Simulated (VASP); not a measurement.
# ZrS2 (P-3m1) in VASP: further runs, part 2 of 2

VASP 6.6.1. The steps go on from the part before.

## 5. Single point, r2SCAN (epitaxial xy strain -1.0%)

POSCAR reads:

```
ZrS2
1.0
    3.6376550941      0.0000000000      0.0000000000
   -1.8188275470      3.1503017217      0.0000000000
    0.0000000000      0.0000000000      5.8861405555
Zr S
1 2
Direct
    0.0000000000      0.0000000000      0.0000000000
    0.3333333333      0.6666666667      0.2479262884
    0.6666666667      0.3333333333      0.7520737116
```

INCAR.step1 reads:

```
SYSTEM = ZrS2
ALGO     = Normal         ! electronic algorithm
EDIFF    = 1E-5           ! SCF threshold, eV
ENCUT    = 550            ! plane-wave cutoff, eV
GGA      = PE             ! functional
GGA_COMPAT= .False.      
ISMEAR   = 0              ! smearing method
LASPH    = .True.         ! aspherical terms in the spheres
LCHARG   = .False.        ! write CHGCAR
LREAL    = .False.        ! projectors in reciprocal space
LWAVE    = .True.         ! write WAVECAR
NBANDS   = 19             ! bands
NELM     = 120            ! most SCF steps
PREC     = Accurate       ! precision mode
SIGMA    = 0.01           ! smearing width, eV
```

INCAR.step2 reads:

```
SYSTEM = ZrS2
ALGO     = Normal         ! electronic algorithm
EDIFF    = 1E-6           ! SCF threshold, eV
ENCUT    = 550            ! plane-wave cutoff, eV
GGA_COMPAT= .False.      
ISIF     = 2              ! what is computed and relaxed
ISMEAR   = 0              ! smearing method
ISTART   = 1            
LASPH    = .True.         ! aspherical terms in the spheres
LCHARG   = .True.         ! write CHGCAR
LELF     = .True.         ! ELF
LMIXTAU  = .True.       
LREAL    = .False.        ! projectors in reciprocal space
LVHAR    = .True.       
LWAVE    = .False.        ! write WAVECAR
METAGGA  = R2SCAN         ! meta-GGA
NBANDS   = 19             ! bands
NELM     = 120            ! most SCF steps
PREC     = Accurate       ! precision mode
SIGMA    = 0.01           ! smearing width, eV
```

KPOINTS reads:

```
k-points
0
Gamma
  12 12 4
  0 0 0
```

Started as:

```
$ cat potpaw_PBE.64/Zr_sv/POTCAR potpaw_PBE.64/S/POTCAR > POTCAR
$ cp INCAR.step1 INCAR
$ mpirun -np 1 vasp_std > vasp.out
$ cp INCAR.step2 INCAR
$ mpirun -np 1 vasp_std > vasp.out
```

It took 2.4 min on 1 thread of Intel Xeon 6975P-C (Granite Rapids), shared host; peak memory 0.25 GiB.

The run converged. Its results:

- Free energy: -44.1378 eV
- Pressure: 2.0 GPa
- Largest force: 0.038 eV/Å
- Band gap on the k mesh: 1.13 eV (least direct gap 1.90 eV)

Forces in eV/Å, atoms in the order of the input:
```
Zr   0.000  0.000  0.000
S    0.000  0.000 -0.038
S    0.000  0.000  0.038
```

Stress tensor (GPa, compression positive):
```
2.57 0.00 0.00
0.00 2.57 0.00
0.00 0.00 0.91
```

Levels at points of the mesh, in eV from the valence-band top:
| k point | band 8 | band 9 | band 10 | band 11 | band 12 | band 13 | band 14 | band 15 | band 16 | band 17 |
| --- | --- | --- | --- | --- | --- | --- | --- | --- | --- | --- |
| (0.00, 0.00, 0.00) | -2.91 | -2.91 | -0.11 | -0.11 | -0.02 | 1.88 | 1.88 | 2.63 | 5.22 | 5.22 |
| (0.50, 0.00, 0.00) | -2.73 | -2.61 | -2.60 | -1.96 | -1.30 | 1.33 | 3.71 | 4.08 | 6.11 | 6.36 |
| (0.00, 0.00, 0.50) | -2.87 | -2.87 | -1.92 | -0.26 | -0.26 | 1.84 | 1.84 | 3.08 | 5.62 | 5.62 |
| (0.50, 0.00, 0.50) | -3.40 | -2.78 | -2.45 | -1.01 | -0.84 | 1.13 | 3.70 | 4.07 | 5.56 | 6.20 |

Caveat: the cell differs from its parent crystal (epitaxial xy strain -1.0%); the PAW data sets were made with another functional, which shifts forces and pressure a little. A k mesh can miss the band edges.

## 6. Single point, r2SCAN

This run uses another cell than the first one, of 22.83 Å³/atom.

POSCAR reads:

```
ZrS2
1.0
    3.6743990850      0.0000000000      0.0000000000
   -1.8371995425      3.1821229513      0.0000000000
    0.0000000000      0.0000000000      5.8568562742
Zr S
1 2
Direct
    0.0000000000      0.0000000000      0.0000000000
    0.3333333333      0.6666666667      0.2462324599
    0.6666666667      0.3333333333      0.7537675401
```

INCAR.step1 reads:

```
PREC = Accurate
ENCUT = 550
ISMEAR = 0
SIGMA = 0.01
LREAL = F
LASPH = T
NELM = 120
NBANDS = 19
GGA = PE
ALGO = Normal
EDIFF = 1E-5
LWAVE = T
LCHARG = F
GGA_COMPAT = F
```

INCAR.step2 reads:

```
PREC = Accurate
ENCUT = 550
EDIFF = 1E-6
ISMEAR = 0
SIGMA = 0.01
LREAL = F
LASPH = T
NELM = 120
ALGO = Normal
ISIF = 2
LWAVE = F
LCHARG = F
METAGGA = R2SCAN
LMIXTAU = T
NBANDS = 19
ISTART = 1
GGA_COMPAT = F
```

KPOINTS reads:

```
regular mesh
0
Gamma
  12 12 4
```

Potentials or basis: VASP PAW PBE potentials, release 64 (Zr_sv, S).

Started as:

```
$ cat potpaw_PBE.64/Zr_sv/POTCAR potpaw_PBE.64/S/POTCAR > POTCAR
$ cp INCAR.step1 INCAR
$ mpirun -np 1 vasp_std > vasp.out
$ cp INCAR.step2 INCAR
$ mpirun -np 1 vasp_std > vasp.out
```

Run time: 2.6 min. Hardware: 1 thread of Intel Xeon 6975P-C (Granite Rapids), shared host; peak memory 0.25 GiB.

It converged, with:

- Free energy: -44.1512 eV
- Pressure: 0.9 GPa
- Largest force: 0.035 eV/Å
- Band gap on the k mesh: 1.18 eV (least direct gap 1.82 eV)

Forces on the atoms (eV/Å):
```
Zr   0.000  0.000  0.000
S    0.000  0.000 -0.035
S    0.000  0.000  0.035
```

Stress tensor (GPa, compression positive):
```
0.83 0.00 0.00
0.00 0.83 0.00
0.00 0.00 0.92
```

Levels at points of the mesh, in eV from the valence-band top:
```
           k point  band 8  band 9  band 10  band 11  band 12  band 13  band 14  band 15  band 16  band 17
(0.00, 0.00, 0.00)   -3.01   -3.01    -0.20    -0.20    -0.01     1.81     1.81     2.67     5.17     5.17
(0.50, 0.00, 0.00)   -2.71   -2.66    -2.57    -1.96    -1.39     1.35     3.55     3.86     6.01     6.25
(0.00, 0.00, 0.50)   -2.96   -2.96    -1.88    -0.35    -0.35     1.77     1.77     3.04     5.58     5.58
(0.50, 0.00, 0.50)   -3.39   -2.83    -2.39    -1.10    -0.85     1.18     3.54     3.86     5.48     6.20
```

Caveat: the PAW data sets were made with another functional, which shifts forces and pressure a little. A k mesh can miss the band edges.

## 7. Summary

| cell | gap on the mesh (eV) | pressure (GPa) | largest force (eV/Å) |
| --- | --- | --- | --- |
| a = 3.527, b = 3.527, c = 5.961 Å, angles 90.0, 90.0, 120.0°, 3 atoms, atomic positions A | 0.79 | 6.1 | 0.04 |
| a = 3.564, b = 3.564, c = 5.935 Å, angles 90.0, 90.0, 120.0°, 3 atoms, atomic positions A | 0.95 | 4.6 | 0.04 |
| a = 3.601, b = 3.601, c = 5.915 Å, angles 90.0, 90.0, 120.0°, 3 atoms, atomic positions B | 1.08 | 3.3 | 0.04 |
| a = 3.638, b = 3.638, c = 5.886 Å, angles 90.0, 90.0, 120.0°, 3 atoms, atomic positions B | 1.13 | 2.0 | 0.04 |
| a = 3.674, b = 3.674, c = 5.857 Å, angles 90.0, 90.0, 120.0°, 3 atoms, atomic positions C | 1.18 | 0.9 | 0.03 |

Alike in all rows: task single point; level r2SCAN; potentials or basis VASP PAW PBE potentials, release 64 (Zr_sv, S); no spin polarisation; k mesh 12 × 12 × 4; cutoff (eV) 550; smearing gaussian 0.01 eV.

Caveats: the PAW data sets were made with another functional, which shifts forces and pressure a little; the cell stands under pressure (at least some runs).

Total energies depend on the potentials used, so only differences within one code and one set of settings carry meaning.
